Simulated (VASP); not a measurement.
# ZnS (Imm2) in VASP: single point with PBEsol

Aim: the single point of ZnS with PBEsol.

Program: VASP 6.6.1. These are calculated values, not measurements. Logs are shortened: lines on timing, memory, paths and dates and some standing lists are left out, and cuts for length are marked.

## (1) The cell of the first run

It takes space group Imm2 (No. 44, orthorhombic). Conventional cell: a = 3.750 Å, b = 3.818 Å, c = 5.303 Å, α = 90.00°, β = 90.00°, γ = 90.00°. Within 3.0 Å of Zn (site symmetry mm2) lie 4 S at 2.31 Å. Within 3.0 Å of S (site symmetry mm2) lie 4 Zn at 2.31 Å.

## (2) Single point, PBEsol

Contents of INCAR:

```
SYSTEM = ZnS
PREC = Accurate
ENCUT = 500
EDIFF = 1E-6
ISMEAR = 0
SIGMA = 0.01
LREAL = .False.
LASPH = .True.
NELM = 120
ALGO = Normal
ISIF = 2
LWAVE = .False.
LCHARG = .False.
GGA = PS
NBANDS = 16
GGA_COMPAT = .False.
```

Contents of KPOINTS:

```
regular mesh
0
Gamma
  8 8 8
  0 0 0
```

Contents of POSCAR:

```
ZnS
1.0
    0.0238832290      2.6755051742      2.6516219451
    2.6755051742      0.0238832290      2.6516219451
    2.6993884032      2.6993884032      0.0000000000
Zn S
1 1
Direct
    0.0017168716      0.0017168716     -0.0017168716
    0.2482831284      0.2482831284      0.2517168716
```

Potentials or basis: VASP PAW PBE potentials, release 64 (Zn, S).

Started as:

```sh
cat potpaw_PBE.64/Zn/POTCAR potpaw_PBE.64/S/POTCAR > POTCAR
mpirun -np 1 vasp_std > vasp.out
```

OUTCAR:

```text
SYSTEM = ZnS
   PREC = Accurate
   ENCUT = 500
   EDIFF = 1E-6
   ISMEAR = 0
   LREAL = .False.
   LASPH = .True.
   NELM = 120
   ISIF = 2
   GGA = PS

 ion  position               nearest neighbor table
   1  0.002  0.002  0.998-   2 2.31   2 2.31   2 2.31   2 2.31
   2  0.248  0.248  0.252-   1 2.31   1 2.31   1 2.31   1 2.31

  LATTYP: Found a body centered orthorhombic cell.
 ALAT       =     3.7499597172
 B/A-ratio  =     1.0180140529
 C/A-ratio  =     1.4142135623

  Lattice vectors:

 A1 = (   2.6755051742,   0.0238832290,  -2.6516219451)
 A2 = (  -2.6755051742,  -0.0238832290,  -2.6516219451)
 A3 = (   0.0238832290,   2.6755051742,   2.6516219451)

Analysis of symmetry for initial positions (statically):
=====================================================================
 Subroutine PRICEL returns:
 Original cell was already a primitive cell.

 Routine SETGRP: Setting up the symmetry group for a
 body centered orthorhombic supercell.

 Subroutine GETGRP returns: Found  4 space group operations
 (whereof  4 operations were pure point group operations)
 out of a pool of  8 trial point group operations.

The static configuration has the point symmetry C_2v.

Analysis of symmetry for dynamics (positions and initial velocities):
=====================================================================
 Subroutine PRICEL returns:
 Original cell was already a primitive cell.

 Routine SETGRP: Setting up the symmetry group for a
 body centered orthorhombic supercell.

 Subroutine GETGRP returns: Found  4 space group operations
 (whereof  4 operations were pure point group operations)
 out of a pool of  8 trial point group operations.

The dynamic configuration has the point symmetry C_2v.

 Subroutine INISYM returns: Found  4 space group operations
 (whereof  4 operations are pure point group operations),
 and found     1 'primitive' translations

----------------------------------------------------------------------------------------

                                     Primitive cell

  volume of cell :      37.9593

  direct lattice vectors                    reciprocal lattice vectors
     0.023883229  2.675505174  2.651621945    -0.188563834  0.188563834  0.188563834
     2.675505174  0.023883229  2.651621945     0.188563834 -0.188563834  0.188563834
     2.699388403  2.699388403  0.000000000     0.185227142  0.185227142 -0.188563834

  length of vectors
     3.766961280  3.766961280  3.817511690     0.326602141  0.326602141  0.322760760

  position of ions in fractional coordinates (direct lattice)
     0.001716872  0.001716872  0.998283128
     0.248283128  0.248283128  0.251716872

  ion indices of the primitive-cell ions
   primitive index   ion index
                 1           1
                 2           2

----------------------------------------------------------------------------------------

 KPOINTS: regular mesh

Automatic generation of k-mesh.
 Grid dimensions read from file:
 generate k-points for:    8    8    8

 Generating k-lattice:

  Cartesian coordinates                     Fractional coordinates (reciprocal lattice)
    -0.023570479  0.023570479  0.023570479     0.125000000 -0.000000000  0.000000000
     0.023570479 -0.023570479  0.023570479    -0.000000000  0.125000000  0.000000000
     0.023153393  0.023153393 -0.023570479     0.000000000  0.000000000  0.125000000

  Length of vectors
     0.040825268  0.040825268  0.040345095

  Shift w.r.t. Gamma in fractional coordinates (k-lattice)
     0.000000000  0.000000000  0.000000000

 Subroutine IBZKPT returns following result:
 ===========================================

 Found     95 irreducible k-points:

 Following reciprocal coordinates:
            Coordinates               Weight
  0.000000  0.000000  0.000000      1.000000
  0.125000 -0.000000  0.000000      4.000000
  0.250000 -0.000000  0.000000      4.000000
  0.375000  0.000000  0.000000      4.000000
  0.500000 -0.000000  0.000000      2.000000
  0.125000  0.125000  0.000000      2.000000
[... 16 lines left out ...]
  0.125000  0.000000  0.125000      4.000000
  0.250000  0.000000  0.125000      8.000000
 [... further k-points ...]
   k-points           NKPTS =     95   k-points in BZ     NKDIM =     95   number of bands    NBANDS=     16
   number of dos      NEDOS =    301   number of ions     NIONS =      2
   total plane-waves  NPLWV =  21952
   dimension x,y,z NGX =    28 NGY =   28 NGZ =   28
   dimension x,y,z NGXF=    56 NGYF=   56 NGZF=   56
   ions per type =               1   1
   NGX,Y,Z   is equivalent  to a cutoff of  12.36, 12.36, 12.19 a.u.
   NGXF,Y,Z  is equivalent  to a cutoff of  24.71, 24.71, 24.39 a.u.
 SYSTEM =  ZnS
   PREC   = accura    normal or accurate (medium, high low for compatibility)
   ISTART =      0    job   : 0-new  1-cont  2-samecut
   ICHARG =      2    charge: 1-file 2-atom 10-const
   ISPIN  =      1    spin polarized calculation?
   LNONCOLLINEAR =      F non collinear calculations
   LSORBIT =      F    spin-orbit coupling
   LASPH  =      T    aspherical Exc in radial PAW
   ENCUT  =  500.0 eV  36.75 Ry    6.06 a.u.   6.87  6.87  6.96*2*pi/ulx,y,z
   NELM   =    120;   NELMIN=  2; NELMDL= -5     # of ELM steps
   EDIFF  = 0.1E-05   stopping-criterion for ELM
   LREAL  =      F    real-space projection
   EDIFFG = 0.1E-04   stopping-criterion for IOM
   NSW    =      0    number of steps for IOM
   IBRION =     -1    ionic relax: 0-MD 1-quasi-New 2-CG
   NFREE  =      0    steps in history (QN), initial steepest desc. (CG)
   ISIF   =      2    stress and relaxation
   ISYM   =      2    0-nonsym 1-usesym 2-fastsym
   POTIM  = 0.5000    time-step for ionic-motion
   TEBEG  =    0.0;   TEEND  =   0.0 temperature during run
   PSTRESS=    0.0 pullay stress
   NELECT =      18.0000    total number of electrons
   NUPDOWN=      -1.0000    fix difference up-down
   EMIN   =  10.00;   EMAX   =-10.00  energy-range for DOS
   EFERMI =   0.00;   METHOD = LEGACY
   ISMEAR =     0;   SIGMA  =   0.01  broadening in eV -4-tet -1-fermi 0-gaus
   EFERMI_NEDOS =   21; number of points for ismear=-14 and -15
   IALGO  =     38    algorithm
   IMIX   =      4    mixing-type and parameters
     AMIX     =   0.40;   BMIX     =  1.00
     AMIX_MAG =   1.60;   BMIX_MAG =  1.00
  volume/ion in A,a.u.               =      18.98       128.08
  Fermi-wavevector in a.u.,A,eV,Ry     =   1.276614  2.412450 22.173990  1.629742
  Thomas-Fermi vector in A             =   2.409260
   LORBIT       =      0    0 simple, 1 ext, 2 COOP (PROOUT), +10 PAW based schemes
   GGA     = PS    functional components
   LHFCALC =     F    Hartree Fock is set to
   AEXX    =    0.0000 exact exchange contribution
   IVDW    =     0    specifies the selected vdW correction
   LEPSILON=     F    determine dielectric tensor
   LRPA    =     F    only Hartree local field effects (RPA)
 non-spin polarized calculation
 Gauss-broadening in eV      SIGMA  =   0.01
  energy-cutoff  :      500.00
  volume of cell :       37.96
 maximum number of plane-waves:       979
   NGX = 13   NGY = 13   NGZ = 13

 number of electron      18.0000010 magnetization

 Free energy of the ion-electron system (eV)
  ---------------------------------------------------
  ext. energy  EPLUGINS =         0.00000000
  ---------------------------------------------------
  free energy    TOTEN  =        -7.58421913 eV

  energy without entropy =       -7.58421913  energy(sigma->0) =       -7.58421913

 E-fermi :   2.5133     XC(G=0): -10.0325

 val. band max:        2.4216081110   @ k =   0.0000   0.0000   0.0000
 cond. band min:       4.5224911587   @ k =   0.0000   0.0000   0.0000
 fundamental gap:      2.1008830477
 Fermi energy:         2.5132577157

 k-point     1 :       0.0000    0.0000    0.0000
  band No.  band energies     occupation
      1     -11.0509      2.00000
      2      -4.1628      2.00000
      3      -4.1503      2.00000
      4      -4.1481      2.00000
      5      -3.6101      2.00000
      6      -3.6070      2.00000
[... 8 lines left out ...]
     15      14.2111      0.00000
     16      14.2651      0.00000

 k-point     2 :       0.1250   -0.0000    0.0000
  band No.  band energies     occupation
      1     -10.9222      2.00000
      2      -4.1536      2.00000
      3      -4.1393      2.00000
      4      -4.1267      2.00000
      5      -3.6124      2.00000
      6      -3.6090      2.00000
[... 8 lines left out ...]
     15      13.5781      0.00000
     16      15.0196      0.00000

 k-point     3 :       0.2500   -0.0000    0.0000
  band No.  band energies     occupation
      1     -10.5837      2.00000
      2      -4.1197      2.00000
      3      -4.0881      2.00000
      4      -4.0772      2.00000
      5      -3.6091      2.00000
      6      -3.6054      2.00000
[... 8 lines left out ...]
     15      13.3730      0.00000
     16      14.4229      0.00000

 k-point     4 :       0.3750    0.0000    0.0000
  band No.  band energies     occupation
      1     -10.1949      2.00000
      2      -4.0486      2.00000
      3      -4.0396      2.00000
      4      -3.9078      2.00000
      5      -3.5891      2.00000
      6      -3.5856      2.00000
[... 8 lines left out ...]
     15      14.3882      0.00000
     16      14.5682      0.00000
[... 324 lines left out ...]
 k-point    22 :       0.0000    0.0000    0.1250
  band No.  band energies     occupation
      1     -10.9262      2.00000
      2      -4.1635      2.00000
      3      -4.1298      2.00000
      4      -4.1263      2.00000
      5      -3.6112      2.00000
      6      -3.6096      2.00000
[... 8 lines left out ...]
     15      13.5679      0.00000
     16      15.0277      0.00000

 k-point    23 :       0.1250    0.0000    0.1250
  band No.  band energies     occupation
      1     -10.8827      2.00000
      2      -4.1832      2.00000
      3      -4.1131      2.00000
      4      -4.1076      2.00000
      5      -3.6285      2.00000
      6      -3.5956      2.00000
[... 8 lines left out ...]
     15      14.4006      0.00000
     16      15.5742      0.00000

 k-point    24 :       0.2500    0.0000    0.1250
  band No.  band energies     occupation
      1     -10.6127      2.00000
      2      -4.1822      2.00000
      3      -4.0622      2.00000
      4      -4.0550      2.00000
      5      -3.6382      2.00000
      6      -3.5841      2.00000
[... 8 lines left out ...]
     15      14.3388      0.00000
     16      15.9607      0.00000

 [... further k-points ...]

------------------------ aborting loop because EDIFF is reached ----------------------------------------

  FORCE on cell =-STRESS in cart. coord.  units (eV):
  Direction    XX          YY          ZZ          XY          YZ          ZX
  --------------------------------------------------------------------------------------
  -------------------------------------------------------------------------------------
  Total        0.2483097      0.2483097      0.3336326     -0.2058252      0.0000000      0.0000000
  in kB       10.4805893     10.4805893     14.0818765     -8.6874142      0.0000000      0.0000000
  external PRESSURE =      11.6810183 kB  Pullay stress =       0.0000000 kB

 VOLUME and BASIS-vectors are now :
 -----------------------------------------------------------------------------
  energy-cutoff  :      500.00
  volume of cell :       37.96
      direct lattice vectors                 reciprocal lattice vectors
     0.023883229  2.675505174  2.651621945    -0.188563834  0.188563834  0.188563834
     2.675505174  0.023883229  2.651621945     0.188563834 -0.188563834  0.188563834
     2.699388403  2.699388403  0.000000000     0.185227142  0.185227142 -0.188563834

 POSITION                                       TOTAL-FORCE (eV/Angst)
 -----------------------------------------------------------------------------------
      2.69939      2.69939      0.00910         0.000000      0.000000      0.000407
      1.34969      1.34969      1.31671        -0.000000     -0.000000     -0.000407
 -----------------------------------------------------------------------------------
    total drift:                               -0.000000     -0.000000     -0.001175

  FREE ENERGIE OF THE ION-ELECTRON SYSTEM (eV)
  ---------------------------------------------------
  free  energy   TOTEN  =        -7.5842191343 eV

  energy  without entropy=       -7.5842191343  energy(sigma->0) =       -7.58421913
```

It took 22 s on 1 thread of AMD EPYC 9R45 (Zen 5), shared host; peak memory 0.16 GiB.

Results:

```yaml
Free_energy: -7.5842 eV
Pressure: 1.2 GPa
Band_gap_on_the_k_mesh: 2.10 eV
```

Levels at points of the mesh, in eV from the valence-band top:
```tsv
k point	band 5	band 6	band 7	band 8	band 9	band 10	band 11	band 12	band 13	band 14
(0.00, 0.00, 0.00)	-6.03	-6.03	-0.10	-0.02	0.00	2.10	6.12	6.25	6.36	11.67
(0.50, 0.00, 0.00)	-5.99	-5.81	-5.64	-1.06	-0.95	3.15	6.66	6.78	8.81	12.10
(0.50, 0.50, 0.00)	-5.94	-5.79	-4.77	-2.56	-2.37	3.05	3.89	11.14	12.09	12.10
(0.00, 0.00, 0.50)	-5.99	-5.84	-5.66	-0.95	-0.93	3.30	6.81	6.84	8.78	12.10
(0.50, 0.00, 0.50)	-5.95	-5.81	-4.82	-2.43	-2.41	3.12	3.95	11.01	12.09	12.13
```

Caveat: the PAW data sets were made with another functional, which shifts forces and pressure a little.
